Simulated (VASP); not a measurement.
Input of a VASP 6.6.1 run:

INCAR

```
  PREC = Accurate
  ENCUT = 520
  EDIFF = 1E-6
  ISMEAR = -1
  SIGMA = 0.05
  LREAL = False
  LASPH = True
  NELM = 60
  ALGO = Normal
  ISIF = 2
  LWAVE = False
  LCHARG = False
  GGA = PE
  NBANDS = 28
```

The input KPOINTS:

```
Automatic mesh
0
Gamma
  8 8 4
```

POSCAR

```
MgSn2N2
1.0
    3.3605490000      0.0000000000      0.0000000000
    0.0000000000      3.3605490000      0.0000000000
    0.0000000000      0.0000000000      8.1883940000
Sn Mg N
2 1 2
Direct
   -0.0094400000     -0.0097240000      0.3038980000
    0.0093740000     -0.0094640000      0.6873460000
    0.4993090000      0.5034090000      0.0057220000
    0.4988520000     -0.0167320000      0.8489170000
   -0.0021200000      0.4927940000      0.1517930000
```

Potentials or basis: VASP PAW PBE potentials, release 64 (Sn_d, Mg, N).

Launch:

```sh
$ cat potpaw_PBE.64/Sn_d/POTCAR potpaw_PBE.64/Mg/POTCAR potpaw_PBE.64/N/POTCAR > POTCAR
$ mpirun -np 1 vasp_std > vasp.out
```

(1) Predict the pressure.

(2) Predict the band gap on the k mesh.

Results:

(1) 0.0 GPa.

(2) zero (bands 20 and 21 overlap by 1.28 eV).

Caveat: the cell differs from its parent crystal (atoms moved at random); spin-orbit coupling is left out, which moves the levels of the heavy elements.
